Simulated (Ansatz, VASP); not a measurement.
## TaAs: VASP beside Ansatz

INCAR

```
ALGO = Normal
EDIFF = 1E-7
ENCUT = 520
GGA = PS
ISIF = 2
ISMEAR = -1
LASPH = True
LCHARG = False
LDAU = True
LDAUJ = 0 0
LDAUL = 2 -1
LDAUPRINT = 1
LDAUTYPE = 2
LDAUU = 3 0
LMAXMIX = 4
LREAL = False
LWAVE = False
NBANDS = 24
NELM = 150
PREC = Accurate
SIGMA = 0.05
```

KPOINTS

```
k-points
0
Gamma
  11 11 11
```

Contents of POSCAR:

```
TaAs
1.0
   -1.7218133622      1.7218133622      5.8679415361
    1.7218133622     -1.7218133622      5.8679415361
    1.7218133622      1.7218133622     -5.8679415361
Ta As
2 2
Direct
    0.4999673000      0.4999673000      0.0000000000
    0.2499673000      0.7499673000      0.5000000000
    0.0826321200      0.0826321200      0.0000000000
    0.8326321200      0.3326321200      0.5000000000
```

File input.yaml:

```yaml
crystal:
  lattice:
    - [-1.7218133622, 1.7218133622, 5.8679415361]
    - [1.7218133622, -1.7218133622, 5.8679415361]
    - [1.7218133622, 1.7218133622, -5.8679415361]
  atoms:
    - { symbol: Ta, position: [0.4999673, 0.4999673, 0.0] }
    - { symbol: Ta, position: [0.2499673, 0.7499673, 0.5] }
    - { symbol: As, position: [0.08263212, 0.08263212, 0.0] }
    - { symbol: As, position: [0.83263212, 0.33263212, 0.5] }
hamiltonian:
  xc: pbesol
  pseudopotentials: { kind: paw }
  hubbard: { sites: [{ species: Ta, l: d, u_eff: 3.0 }] }
kpoints:
  mp_grid: { grid: [11, 11, 11] }
  band_path:
    path:
      - [[0.0, 0.0, 0.0], [-0.5, 0.5, 0.0], [-0.5, 0.5, -0.0430497462], [-0.2715248731, 0.2715248731, -0.2715248731], [0.0, 0.0, 0.0], [0.5, 0.5, -0.5], [0.2715248731, 0.7284751269, -0.7284751269], [0.0, 0.5, -0.5], [-0.25, 0.75, -0.25], [0.0430497462, 0.9569502538, -0.5], [0.5, 0.5, -0.5]]
      - [[-0.5, 0.5, 0.0], [-0.25, 0.75, -0.25]]
    npoints: 14
scf:
  occupations: { method: fermi_dirac, width: 0.05 }
  n_extra_bands: 10
output:
  forces: true
  stress: true
  eigenvalues: true
  fatbands: false
```

Alike in both runs: functional PBEsol; k mesh 11 × 11 × 11; occupations fermi-dirac, width 0.05 eV; no spin polarisation; Hubbard terms Ta d U = 3.0 eV.

|  | VASP | Ansatz |
| --- | --- | --- |
| version | VASP 6.6.1 | Ansatz 0.2.0 |
| potentials or method | VASP PAW PBE potentials, release 64 (Ta_pv, As) | Ansatz PAW |
| plane-wave cutoff (eV) | 520 | 420 |
| valence electrons in the cell | 32 | 56 |
| task | single point | band structure |

Ansatz gave:

```
gap on the k mesh at the Fermi level (eV)                     : none
pressure (GPa)                                                : -2.2
traceless stress, the component that is largest in VASP (GPa) : -0.30
rms of the force components (eV/Å)                            : 0.009
```

Problem. Estimate VASP's values.

Solution. gap on the k mesh at the Fermi level (eV): none; pressure (GPa): 1.5; traceless stress, the component that is largest in VASP (GPa): -0.76; rms of the force components (eV/Å): 0.014.

VASP's potentials were made for PBE, not for PBEsol. The programs project onto different local orbitals, so the same U acts differently, and such runs can settle in different states. Atom by atom the forces differ by 0.005 eV/Å (rms over components). A gap of «none» marks a metal or a gap that the smearing closes. VASP's potentials hold 32 valence electrons a cell and Ansatz's 56, so a difference there can come from the potentials and not from the codes.

Spin-orbit coupling is off throughout.
